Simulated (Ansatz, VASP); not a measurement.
**BaO: VASP beside Ansatz**

The input INCAR:

```
SYSTEM = BaO
PREC     = Accurate       ! precision mode
ENCUT    = 1340           ! plane-wave cutoff, eV
EDIFF    = 1E-6           ! SCF threshold, eV
ISMEAR   = 0              ! smearing method
SIGMA    = 0.02           ! smearing width, eV
LREAL    = .FALSE.        ! projectors in reciprocal space
LASPH    = .TRUE.         ! aspherical terms in the spheres
NELM     = 120            ! most SCF steps
ALGO     = Normal         ! electronic algorithm
ISIF     = 2              ! what is computed and relaxed
LWAVE    = .FALSE.        ! write WAVECAR
LCHARG   = .TRUE.         ! write CHGCAR
GGA      = PE             ! functional
LELF     = .TRUE.         ! ELF
LVHAR    = .TRUE.       
NBANDS   = 15             ! bands
GGA_COMPAT= .FALSE.
```

Contents of KPOINTS:

```
regular mesh
0
G
  8 8 8
  0 0 0
```

Contents of POSCAR:

```
BaO
1.0
    0.0000000000      2.7223075000      2.7223075000
    2.7223075000      0.0000000000      2.7223075000
    2.7223075000      2.7223075000      0.0000000000
Ba O
1 1
Direct
    0.0000000000      0.0000000000      0.0000000000
    0.5000000000      0.5000000000      0.5000000000
```

Input for Ansatz:

```yaml
crystal:
  lattice:
    - [0.0, 2.7223075, 2.7223075]
    - [2.7223075, 0.0, 2.7223075]
    - [2.7223075, 2.7223075, 0.0]
  atoms:
    - { symbol: Ba, position: [0.0, 0.0, 0.0] }
    - { symbol: O, position: [0.5, 0.5, 0.5] }
basis:
  ecutwfc: 420
kpoints:
  mp_grid: { grid: [8, 8, 8] }
hamiltonian:
  xc: pbe
scf:
  occupations: { method: gaussian, width: 0.02 }
output:
  forces: true
  stress: true
  eigenvalues: true
```

Alike in both runs: task single point; functional PBE; k mesh 8 × 8 × 8; occupations gaussian, width 0.02 eV; no spin polarisation.

```csv
,VASP,Ansatz
version,VASP 6.6.1,Ansatz 0.2.0
potentials or method,"VASP PAW PBE potentials, release 64 (Ba_sv, O_h), cutoff 1340 eV","scalar-relativistic, plane waves, PAW"
valence electrons in the cell,16,16
```

Ansatz gave:

* gap on the k mesh at the Fermi level (eV): 1.86
* least direct gap on the mesh (eV): 1.86
* pressure (GPa): 5.7

**Question.** Estimate VASP's values.

**Answer.** gap on the k mesh at the Fermi level (eV): 1.78; least direct gap on the mesh (eV): 1.78; pressure (GPa): 7.7.

Spin-orbit coupling is off throughout.
